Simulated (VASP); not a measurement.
# Rb (P6_3/mmc) in VASP: relaxation of cell and atoms with PBE

Aim: the relaxation of cell and atoms of Rb with PBE.

All numbers are computed with VASP 6.6.1; they aren't measurements. Logs are shortened: lines on timing, memory, paths and dates and some standing lists are left out, and cuts for length are marked.

## Step 1: The cell of the first run

Symmetry: P6_3/mmc, No. 194, hexagonal system. Conventional cell: a = 4.863 Å, b = 4.863 Å, c = 15.805 Å, α = 90.00°, β = 90.00°, γ = 120.00°.

This isn't the form of Rb at room conditions, which is bcc.

## Step 2: Relaxation of cell and atoms, PBE, target pressure 0.43 GPa, at which the enthalpy is minimised

Contents of INCAR:

```
SYSTEM = Rb
  PREC = Accurate
  ENCUT = 600
  EDIFF = 1E-6
  ISMEAR = -1
  SIGMA = 0.08
  LREAL = .FALSE.
  LASPH = .TRUE.
  NELM = 60
  ALGO = Normal
  ISIF = 3
  LWAVE = .FALSE.
  LCHARG = .FALSE.
  GGA = PE
  IBRION = 2
  NSW = 60
  EDIFFG = -0.005
  PSTRESS = 4.3
```

Contents of KPOINTS:

```
regular mesh
0
G
  8 8 2
  0 0 0
```

Contents of POSCAR:

```
Rb
1.0
    4.8629616458      0.0000000000      0.0000000000
   -2.4314808229      4.2114483229      0.0000000000
    0.0000000000      0.0000000000     15.8046253488
Rb
4
Direct
    0.0000000000      0.0000000000      0.0000000000
    0.0000000000      0.0000000000      0.5000000000
    0.3333333333      0.6666666667      0.2500000000
    0.6666666667      0.3333333333      0.7500000000
```

Potentials or basis: VASP PAW PBE potentials, release 64 (Rb_sv).

Launch:

```
$ cat potpaw_PBE.64/Rb_sv/POTCAR > POTCAR
$ mpirun -np 1 vasp_std > vasp.out
```

OUTCAR:

```text
SYSTEM = Rb
   PREC = Accurate
   ENCUT = 600
   EDIFF = 1E-6
   ISMEAR = -1
   LREAL = .FALSE.
   LASPH = .TRUE.
   NELM = 60
   ISIF = 3
   GGA = PE
   IBRION = 2
   NSW = 60
   EDIFFG = -0.005
   PSTRESS = 4.3

 ion  position               nearest neighbor table
   1  0.000  0.000  0.000-   3 4.85   4 4.85   4 4.85   3 4.85   4 4.85   3 4.85
   2  0.000  0.000  0.500-   3 4.85   4 4.85   4 4.85   3 4.85   4 4.85   3 4.85
   3  0.333  0.667  0.250-   1 4.85   2 4.85   1 4.85   2 4.85   1 4.85   2 4.85
   4  0.667  0.333  0.750-   1 4.85   2 4.85   1 4.85   2 4.85   1 4.85   2 4.85

  LATTYP: Found a hexagonal cell.
 ALAT       =     4.8629616458
 C/A-ratio  =     3.2500000000

  Lattice vectors:

 A1 = (   4.8629616458,   0.0000000000,   0.0000000000)
 A2 = (  -2.4314808229,   4.2114483229,   0.0000000000)
 A3 = (   0.0000000000,   0.0000000000,  15.8046253488)

Analysis of symmetry for initial positions (statically):
=====================================================================
 Subroutine PRICEL returns:
 Original cell was already a primitive cell.

 Routine SETGRP: Setting up the symmetry group for a
 hexagonal supercell.

 Subroutine GETGRP returns: Found 24 space group operations
 (whereof 12 operations were pure point group operations)
 out of a pool of 24 trial point group operations.

The static configuration has the point symmetry D_3d.
 The point group associated with its full space group is D_6h.

Analysis of symmetry for dynamics (positions and initial velocities):
=====================================================================
 Subroutine PRICEL returns:
 Original cell was already a primitive cell.

 Routine SETGRP: Setting up the symmetry group for a
 hexagonal supercell.

 Subroutine GETGRP returns: Found 24 space group operations
 (whereof 12 operations were pure point group operations)
 out of a pool of 24 trial point group operations.

The dynamic configuration has the point symmetry D_3d.
 The point group associated with its full space group is D_6h.

 Subroutine INISYM returns: Found 24 space group operations
 (whereof 12 operations are pure point group operations),
 and found     1 'primitive' translations

----------------------------------------------------------------------------------------

                                     Primitive cell

  volume of cell :     323.6805

  direct lattice vectors                    reciprocal lattice vectors
     4.862961646  0.000000000  0.000000000     0.205636004  0.118724002  0.000000000
    -2.431480823  4.211448323  0.000000000     0.000000000  0.237448004  0.000000000
     0.000000000  0.000000000 15.804625349     0.000000000  0.000000000  0.063272617

  length of vectors
     4.862961646  4.862961646 15.804625349     0.237448004  0.237448004  0.063272617

  position of ions in fractional coordinates (direct lattice)
     0.000000000  0.000000000  0.000000000
     0.000000000  0.000000000  0.500000000
     0.333333333  0.666666667  0.250000000
     0.666666667  0.333333333  0.750000000

  ion indices of the primitive-cell ions
   primitive index   ion index
                 1           1
                 2           2
                 3           3
                 4           4

----------------------------------------------------------------------------------------

 KPOINTS: regular mesh

Automatic generation of k-mesh.
 Grid dimensions read from file:
 generate k-points for:    8    8    2

 Generating k-lattice:

  Cartesian coordinates                     Fractional coordinates (reciprocal lattice)
     0.025704500  0.014840500  0.000000000     0.125000000  0.000000000  0.000000000
     0.000000000  0.029681001  0.000000000     0.000000000  0.125000000  0.000000000
     0.000000000  0.000000000  0.031636308     0.000000000  0.000000000  0.500000000

  Length of vectors
     0.029681001  0.029681001  0.031636308

  Shift w.r.t. Gamma in fractional coordinates (k-lattice)
     0.000000000  0.000000000  0.000000000

 Subroutine IBZKPT returns following result:
 ===========================================

 Found     20 irreducible k-points:

 Following reciprocal coordinates:
            Coordinates               Weight
  0.000000  0.000000  0.000000      1.000000
  0.125000  0.000000  0.000000      6.000000
  0.250000  0.000000  0.000000      6.000000
  0.375000 -0.000000  0.000000      6.000000
  0.500000  0.000000  0.000000      3.000000
  0.125000  0.125000  0.000000      6.000000
[... 12 lines left out ...]
  0.250000  0.250000  0.500000      6.000000
  0.375000  0.250000  0.500000      6.000000
   k-points           NKPTS =     20   k-points in BZ     NKDIM =     20   number of bands    NBANDS=     22
   number of dos      NEDOS =    301   number of ions     NIONS =      4
   total plane-waves  NPLWV = 201600
   dimension x,y,z NGX =    40 NGY =   40 NGZ =  126
   dimension x,y,z NGXF=    80 NGYF=   80 NGZF=  252
   ions per type =               4
   NGX,Y,Z   is equivalent  to a cutoff of  13.67, 13.67, 13.25 a.u.
   NGXF,Y,Z  is equivalent  to a cutoff of  27.35, 27.35, 26.51 a.u.
 SYSTEM =  Rb
   PREC   = accura    normal or accurate (medium, high low for compatibility)
   ISTART =      0    job   : 0-new  1-cont  2-samecut
   ICHARG =      2    charge: 1-file 2-atom 10-const
   ISPIN  =      1    spin polarized calculation?
   LNONCOLLINEAR =      F non collinear calculations
   LSORBIT =      F    spin-orbit coupling
   LASPH  =      T    aspherical Exc in radial PAW
   ENCUT  =  600.0 eV  44.10 Ry    6.64 a.u.   9.71  9.71 31.57*2*pi/ulx,y,z
   NELM   =     60;   NELMIN=  2; NELMDL= -5     # of ELM steps
   EDIFF  = 0.1E-05   stopping-criterion for ELM
   LREAL  =      F    real-space projection
   EDIFFG = -.5E-02   stopping-criterion for IOM
   NSW    =     60    number of steps for IOM
   IBRION =      2    ionic relax: 0-MD 1-quasi-New 2-CG
   NFREE  =      1    steps in history (QN), initial steepest desc. (CG)
   ISIF   =      3    stress and relaxation
   ISYM   =      2    0-nonsym 1-usesym 2-fastsym
   POTIM  = 0.5000    time-step for ionic-motion
   TEBEG  =    0.0;   TEEND  =   0.0 temperature during run
   PSTRESS=    4.3 pullay stress
   NELECT =      36.0000    total number of electrons
   NUPDOWN=      -1.0000    fix difference up-down
   EMIN   =  10.00;   EMAX   =-10.00  energy-range for DOS
   EFERMI =   0.00;   METHOD = LEGACY
   ISMEAR =    -1;   SIGMA  =   0.08  broadening in eV -4-tet -1-fermi 0-gaus
   EFERMI_NEDOS =   21; number of points for ismear=-14 and -15
   IALGO  =     38    algorithm
   IMIX   =      4    mixing-type and parameters
     AMIX     =   0.40;   BMIX     =  1.00
     AMIX_MAG =   1.60;   BMIX_MAG =  1.00
  volume/ion in A,a.u.               =      80.92       546.08
  Fermi-wavevector in a.u.,A,eV,Ry     =   0.787294  1.487770  8.433320  0.619832
  Thomas-Fermi vector in A             =   1.892005
   LORBIT       =      0    0 simple, 1 ext, 2 COOP (PROOUT), +10 PAW based schemes
   GGA     = PE    functional components
   LHFCALC =     F    Hartree Fock is set to
   AEXX    =    0.0000 exact exchange contribution
   IVDW    =     0    specifies the selected vdW correction
   LEPSILON=     F    determine dielectric tensor
   LRPA    =     F    only Hartree local field effects (RPA)
 conjugate gradient relaxation of ions
 non-spin polarized calculation
  energy-cutoff  :      600.00
  volume of cell :      323.68
 maximum number of plane-waves:     10852
 NGX is ok and might be reduce to    40
   NGX = 19   NGY = 19   NGZ = 63

 number of electron      36.0000000 magnetization

 Free energy of the ion-electron system (eV)
  ---------------------------------------------------
  ext. energy  EPLUGINS =         0.00000000
  ---------------------------------------------------
  free energy    TOTEN  =        -3.73575837 eV

  energy without entropy =       -3.66151374  energy(sigma->0) =       -3.69863606

 E-fermi :   0.2647     XC(G=0):  -5.7566

 val. band max:        0.2303457494   @ k =   0.3750   0.1250   0.5000
 cond. band min:       0.2689402325   @ k =   0.2500   0.0000   0.5000
 fundamental gap:      0.0385944832
 Fermi energy:         0.2647469433

 k-point     1 :       0.0000    0.0000    0.0000
  band No.  band energies     occupation
      1     -28.5517      2.00000
      2     -28.5485      2.00000
      3     -28.5480      2.00000
      4     -28.5448      2.00000
      5     -12.7235      2.00000
      6     -12.6536      2.00000
[... 14 lines left out ...]
     21       1.0464      0.00011
     22       2.6840      0.00000

 k-point     2 :       0.1250    0.0000    0.0000
  band No.  band energies     occupation
      1     -28.5508      2.00000
      2     -28.5479      2.00000
      3     -28.5474      2.00000
      4     -28.5444      2.00000
      5     -12.7165      2.00000
      6     -12.6562      2.00000
[... 14 lines left out ...]
     21       1.0810      0.00007
     22       2.6523      0.00000

 k-point     3 :       0.2500    0.0000    0.0000
  band No.  band energies     occupation
      1     -28.5487      2.00000
      2     -28.5464      2.00000
      3     -28.5458      2.00000
      4     -28.5435      2.00000
      5     -12.6985      2.00000
      6     -12.6741      2.00000
[... 14 lines left out ...]
     21       1.1933      0.00002
     22       2.3372      0.00000

 k-point     4 :       0.3750   -0.0000    0.0000
  band No.  band energies     occupation
      1     -28.5462      2.00000
      2     -28.5448      2.00000
      3     -28.5443      2.00000
      4     -28.5428      2.00000
      5     -12.7059      2.00000
      6     -12.7048      2.00000
[... 14 lines left out ...]
     21       1.4348      0.00000
     22       1.6417      0.00000

 k-point     5 :       0.5000    0.0000    0.0000
  band No.  band energies     occupation
      1     -28.5451      2.00000
      2     -28.5442      2.00000
      3     -28.5436      2.00000
      4     -28.5427      2.00000
      5     -12.7205      2.00000
      6     -12.7174      2.00000
[... 14 lines left out ...]
     21       1.1967      0.00002
     22       1.2768      0.00001

 k-point     6 :       0.1250    0.1250    0.0000
  band No.  band energies     occupation
      1     -28.5493      2.00000
      2     -28.5468      2.00000
      3     -28.5463      2.00000
      4     -28.5438      2.00000
      5     -12.7036      2.00000
      6     -12.6656      2.00000
[... 14 lines left out ...]
     21       1.1563      0.00003
     22       2.5416      0.00000

 k-point     7 :       0.2500    0.1250    0.0000
  band No.  band energies     occupation
      1     -28.5470      2.00000
      2     -28.5453      2.00000
      3     -28.5447      2.00000
      4     -28.5430      2.00000
      5     -12.6909      2.00000
      6     -12.6901      2.00000
[... 224 lines left out ...]
      6     -12.6925      2.00000
[... 14 lines left out ...]
     21       1.9129      0.00000
     22       1.9129      0.00000

 k-point    17 :       0.2500    0.1250    0.5000
  band No.  band energies     occupation
      1     -28.5464      2.00000
      2     -28.5464      2.00000
      3     -28.5436      2.00000
      4     -28.5436      2.00000
      5     -12.6918      2.00000
      6     -12.6918      2.00000
[... 14 lines left out ...]
     21       1.9187      0.00000
     22       1.9189      0.00000

 k-point    18 :       0.3750    0.1250    0.5000
  band No.  band energies     occupation
      1     -28.5448      2.00000
      2     -28.5448      2.00000
      3     -28.5431      2.00000
      4     -28.5431      2.00000
      5     -12.7053      2.00000
      6     -12.7053      2.00000
[... 14 lines left out ...]
     21       1.3282      0.00000
     22       1.3282      0.00000

 k-point    19 :       0.2500    0.2500    0.5000
  band No.  band energies     occupation
      1     -28.5448      2.00000
      2     -28.5448      2.00000
      3     -28.5431      2.00000
      4     -28.5431      2.00000
      5     -12.6920      2.00000
      6     -12.6920      2.00000
[... 14 lines left out ...]
     21       1.6493      0.00000
     22       1.6497      0.00000

 k-point    20 :       0.3750    0.2500    0.5000
  band No.  band energies     occupation
      1     -28.5439      2.00000
      2     -28.5439      2.00000
      3     -28.5430      2.00000
      4     -28.5430      2.00000
      5     -12.6956      2.00000
      6     -12.6956      2.00000
[... 14 lines left out ...]
     21       1.5184      0.00000
     22       1.5184      0.00000

------------------------ aborting loop because EDIFF is reached ----------------------------------------

  FORCE on cell =-STRESS in cart. coord.  units (eV):
  Direction    XX          YY          ZZ          XY          YZ          ZX
  --------------------------------------------------------------------------------------
  -------------------------------------------------------------------------------------
  Total        0.8754578      0.8754578      0.8751011     -0.0000000      0.0000000      0.0000000
  in kB        4.3334047      4.3334047      4.3316393     -0.0000000      0.0000000      0.0000000
  external PRESSURE =       0.0328162 kB  Pullay stress =       4.3000000 kB

 VOLUME and BASIS-vectors are now :
 -----------------------------------------------------------------------------
  energy-cutoff  :      600.00
  volume of cell :      323.68
      direct lattice vectors                 reciprocal lattice vectors
     4.862961646  0.000000000  0.000000000     0.205636004  0.118724002  0.000000000
    -2.431480823  4.211448323  0.000000000     0.000000000  0.237448004  0.000000000
     0.000000000  0.000000000 15.804625349     0.000000000  0.000000000  0.063272617

 POSITION                                       TOTAL-FORCE (eV/Angst)
 -----------------------------------------------------------------------------------
      0.00000      0.00000      0.00000         0.000000      0.000000     -0.000000
      0.00000      0.00000      7.90231         0.000000      0.000000     -0.000000
     -0.00000      2.80763      3.95116         0.000000     -0.000000      0.000000
      2.43148      1.40382     11.85347        -0.000000      0.000000     -0.000000
 -----------------------------------------------------------------------------------
    total drift:                                0.000000      0.000000      0.000000

  FREE ENERGIE OF THE ION-ELECTRON SYSTEM (eV)
  ---------------------------------------------------
  free  energy   TOTEN  =        -3.7357583679 eV

  energy  without entropy=       -3.6615137449  energy(sigma->0) =       -3.69863606

  enthalpy is  TOTEN    =        -2.8670492122 eV   P V=        0.8687091557

 reached required accuracy - stopping structural energy minimisation
```

It took 4 min on 1 thread of Intel Xeon 8259CL, shared host; peak memory 0.53 GiB.

Results:

```yaml
Free_energy: -3.7358 eV
Pressure_after_relaxing: 0.4 GPa
Band_gap_on_the_k_mesh: zero (bands 18 and 19 overlap by 1.99 eV)
```

Final structure:
```xyz
4
Lattice="4.8630 0.0000 0.0000 -2.4315 4.2114 0.0000 0.0000 0.0000 15.8046" Properties=species:S:1:pos:R:3 pbc="T T T"
Rb    0.0000    0.0000    0.0000
Rb    0.0000    0.0000    7.9023
Rb    0.0000    2.8076    3.9512
Rb    2.4315    1.4038   11.8535
```

Caveat: the cell is relaxed towards a set pressure, so the run minimises the enthalpy, not the energy.

The gap in the log of VASP goes by the Fermi energy; the results here count the filled bands.